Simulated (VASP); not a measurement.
# Tl (P6_3/mmc) in VASP: density of states with PBEsol

Aim: the density of states of Tl with PBEsol.

Everything below comes from runs of VASP 6.6.1. Logs are shortened: lines on timing, memory, paths and dates and some standing lists are left out, and cuts for length are marked.

### Step 1. The cell of the first run

It takes space group P6_3/mmc (No. 194, hexagonal). Conventional cell: a = 3.457 Å, b = 3.457 Å, c = 5.523 Å, α = 90.00°, β = 90.00°, γ = 120.00°. Tl (site symmetry -6m2) has 12 Tl at 3.41 to 3.46 Å within 4.5 Å.

### Step 2. Density of states, PBEsol

The input, POSCAR:

```
Tl
1.0
    3.4572398773      0.0000000000      0.0000000000
   -1.7286199387      2.9940575607      0.0000000000
    0.0000000000      0.0000000000      5.5234773700
Tl
2
Direct
    0.3333333333      0.6666666667      0.2500000000
    0.6666666667      0.3333333333      0.7500000000
```

The input, INCAR.step1:

```
  PREC = Accurate
  ENCUT = 520
  EDIFF = 1E-6
  ISMEAR = -1
  SIGMA = 0.08
  LREAL = False
  LASPH = True
  NELM = 100
  ALGO = Normal
  ISIF = 2
  LWAVE = False
  LCHARG = True
  GGA = PS
  NBANDS = 20
```

The input, KPOINTS.step1:

```
regular mesh
0
Gamma
  14 14 8
```

The input, INCAR.step2:

```
  PREC = Accurate
  ENCUT = 520
  EDIFF = 1E-6
  ISMEAR = -5
  SIGMA = 0.08
  LREAL = False
  LASPH = True
  NELM = 100
  ALGO = Normal
  ISIF = 2
  LWAVE = False
  LCHARG = False
  GGA = PS
  LORBIT = 10
  NEDOS = 2001
  ICHARG = 11
```

The input, KPOINTS.step2:

```
regular mesh
0
Gamma
  21 21 12
```

Potentials or basis: VASP PAW PBE potentials, release 64 (Tl_d).

The run is started by

```
$ cat potpaw_PBE.64/Tl_d/POTCAR > POTCAR
$ cp INCAR.step1 INCAR
$ cp KPOINTS.step1 KPOINTS
$ mpirun -np 1 vasp_std > vasp.out
$ cp INCAR.step2 INCAR
$ cp KPOINTS.step2 KPOINTS
$ mpirun -np 1 vasp_std > vasp.out
```

OUTCAR:

```text
PREC = Accurate
   ENCUT = 520
   EDIFF = 1E-6
   ISMEAR = -5
   LREAL = False
   LASPH = True
   NELM = 100
   ISIF = 2
   GGA = PS
   LORBIT = 10
   ICHARG = 11

 ion  position               nearest neighbor table
   1  0.333  0.667  0.250-   2 3.41   2 3.41   2 3.41   2 3.41   2 3.41   2 3.41
   2  0.667  0.333  0.750-   1 3.41   1 3.41   1 3.41   1 3.41   1 3.41   1 3.41

  LATTYP: Found a hexagonal cell.
 ALAT       =     3.4572398773
 C/A-ratio  =     1.5976552296

  Lattice vectors:

 A1 = (   3.4572398773,   0.0000000000,   0.0000000000)
 A2 = (  -1.7286199387,   2.9940575607,   0.0000000000)
 A3 = (   0.0000000000,   0.0000000000,   5.5234773700)

Analysis of symmetry for initial positions (statically):
=====================================================================
 Subroutine PRICEL returns:
 Original cell was already a primitive cell.

 Routine SETGRP: Setting up the symmetry group for a
 hexagonal supercell.

 Subroutine GETGRP returns: Found 24 space group operations
 (whereof 12 operations were pure point group operations)
 out of a pool of 24 trial point group operations.

The static configuration has the point symmetry D_3d.
 The point group associated with its full space group is D_6h.

Analysis of symmetry for dynamics (positions and initial velocities):
=====================================================================
 Subroutine PRICEL returns:
 Original cell was already a primitive cell.

 Routine SETGRP: Setting up the symmetry group for a
 hexagonal supercell.

 Subroutine GETGRP returns: Found 24 space group operations
 (whereof 12 operations were pure point group operations)
 out of a pool of 24 trial point group operations.

The dynamic configuration has the point symmetry D_3d.
 The point group associated with its full space group is D_6h.

 Subroutine INISYM returns: Found 24 space group operations
 (whereof 12 operations are pure point group operations),
 and found     1 'primitive' translations

----------------------------------------------------------------------------------------

                                     Primitive cell

  volume of cell :      57.1745

[... 91 lines left out ...]
   LREAL  =      F    real-space projection
   EDIFFG = 0.1E-04   stopping-criterion for IOM
   NSW    =      0    number of steps for IOM
   IBRION =     -1    ionic relax: 0-MD 1-quasi-New 2-CG
   NFREE  =      0    steps in history (QN), initial steepest desc. (CG)
   ISIF   =      2    stress and relaxation
   ISYM   =      2    0-nonsym 1-usesym 2-fastsym
   POTIM  = 0.5000    time-step for ionic-motion
   TEBEG  =    0.0;   TEEND  =   0.0 temperature during run
   PSTRESS=    0.0 pullay stress
   NELECT =      26.0000    total number of electrons
   NUPDOWN=      -1.0000    fix difference up-down
   EMIN   =  10.00;   EMAX   =-10.00  energy-range for DOS
   EFERMI =   0.00;   METHOD = LEGACY
   ISMEAR =    -5;   SIGMA  =   0.08  broadening in eV -4-tet -1-fermi 0-gaus
   EFERMI_NEDOS =   21; number of points for ismear=-14 and -15
   IALGO  =     38    algorithm
   IMIX   =      4    mixing-type and parameters
     AMIX     =   0.40;   BMIX     =  1.00
     AMIX_MAG =   1.60;   BMIX_MAG =  1.00
  volume/ion in A,a.u.               =      28.59       192.92
  Fermi-wavevector in a.u.,A,eV,Ry     =   1.258921  2.379016 21.563635  1.584882
  Thomas-Fermi vector in A             =   2.392507
   LORBIT       =     10    0 simple, 1 ext, 2 COOP (PROOUT), +10 PAW based schemes
   GGA     = PS    functional components
   LHFCALC =     F    Hartree Fock is set to
   AEXX    =    0.0000 exact exchange contribution
   IVDW    =     0    specifies the selected vdW correction
   LEPSILON=     F    determine dielectric tensor
   LRPA    =     F    only Hartree local field effects (RPA)
 non-spin polarized calculation
 Fermi weights with tetrahedron method with Bloechl corrections
  energy-cutoff  :      520.00
  volume of cell :       57.17
 maximum number of plane-waves:      1566
 NGX is ok and might be reduce to    28

 number of electron      26.0000003 magnetization

 Free energy of the ion-electron system (eV)
  ---------------------------------------------------
  ext. energy  EPLUGINS =         0.00000000
  ---------------------------------------------------
  free energy    TOTEN  =        -5.26238117 eV

  energy without entropy =       -5.26238117  energy(sigma->0) =       -5.26238117

 E-fermi :   6.4086     XC(G=0): -10.3682

 val. band max:        6.5931583263   @ k =   0.2381   0.2381   0.0000
 cond. band min:       6.2329635804   @ k =   0.3333   0.0000   0.0000
 fundamental gap:     -0.3601947459
 Fermi energy:         6.4085788376

 k-point     1 :       0.0000    0.0000    0.0000
  band No.  band energies     occupation
      1      -5.3613      2.00000
      2      -5.1255      2.00000
      3      -5.1052      2.00000
      4      -5.1052      2.00000
      5      -5.0509      2.00000
      6      -5.0509      2.00000
[... 457 lines left out ...]
      4      -5.0866      2.00000
      5      -5.0408      2.00000
      6      -4.9344      2.00000
[... 9 lines left out ...]
     16      12.8737      0.00000
     17      14.5563      0.00000

 [... further k-points ...]

------------------------ aborting loop because EDIFF is reached ----------------------------------------

  FORCE on cell =-STRESS in cart. coord.  units (eV):
  Direction    XX          YY          ZZ          XY          YZ          ZX
  --------------------------------------------------------------------------------------
  -------------------------------------------------------------------------------------
  Total        0.0649712      0.0649712     -0.1594550     -0.0000000     -0.0000000      0.0000000
  in kB        1.8206619      1.8206619     -4.4683421     -0.0000000     -0.0000000      0.0000000
  external PRESSURE =      -0.2756728 kB  Pullay stress =       0.0000000 kB

 VOLUME and BASIS-vectors are now :
 -----------------------------------------------------------------------------
  energy-cutoff  :      520.00
  volume of cell :       57.17
      direct lattice vectors                 reciprocal lattice vectors
     3.457239877  0.000000000  0.000000000     0.289248081  0.166997457  0.000000000
    -1.728619939  2.994057561  0.000000000     0.000000000  0.333994915  0.000000000
     0.000000000  0.000000000  5.523477370     0.000000000  0.000000000  0.181045369

 POSITION                                       TOTAL-FORCE (eV/Angst)
 -----------------------------------------------------------------------------------
     -0.00000      1.99604      1.38087        -0.000000      0.000000      0.000000
      1.72862      0.99802      4.14261         0.000000     -0.000000      0.000000
 -----------------------------------------------------------------------------------
    total drift:                               -0.000000      0.000000     -0.000000

  FREE ENERGIE OF THE ION-ELECTRON SYSTEM (eV)
  ---------------------------------------------------
  free  energy   TOTEN  =        -5.2623811688 eV

  energy  without entropy=       -5.2623811688  energy(sigma->0) =       -5.26238117

 total charge

# of ion       s       p       d       tot
------------------------------------------
    1        1.176   0.391   9.637  11.203
    2        1.176   0.391   9.637  11.203
--------------------------------------------------
tot          2.352   0.781  19.273  22.406
```

OUTCAR.step1:

```text
PREC = Accurate
   ENCUT = 520
   EDIFF = 1E-6
   ISMEAR = -1
   LREAL = False
[... 777 lines left out ...]
     -0.00000      1.99604      1.38087         0.000000     -0.000000      0.000000
      1.72862      0.99802      4.14261         0.000000      0.000000      0.000000
 -----------------------------------------------------------------------------------
    total drift:                               -0.000000      0.000000     -0.000000

  FREE ENERGIE OF THE ION-ELECTRON SYSTEM (eV)
  ---------------------------------------------------
  free  energy   TOTEN  =        -5.2657609562 eV

  energy  without entropy=       -5.2445277386  energy(sigma->0) =       -5.25514435
```

It took 2.5 min on 1 thread of Intel Xeon Platinum 8488C (Sapphire Rapids), shared host; peak memory 0.39 GiB.

Results:

```yaml
Valence_electrons_inside_the_program's_atomic_spheres: Tl 11.20
```

Caveat: the PAW data sets were made with another functional, which shifts forces and pressure a little; spin-orbit coupling is left out, which moves the levels of the heavy elements; tetrahedron occupations give inexact forces and stress in metals.
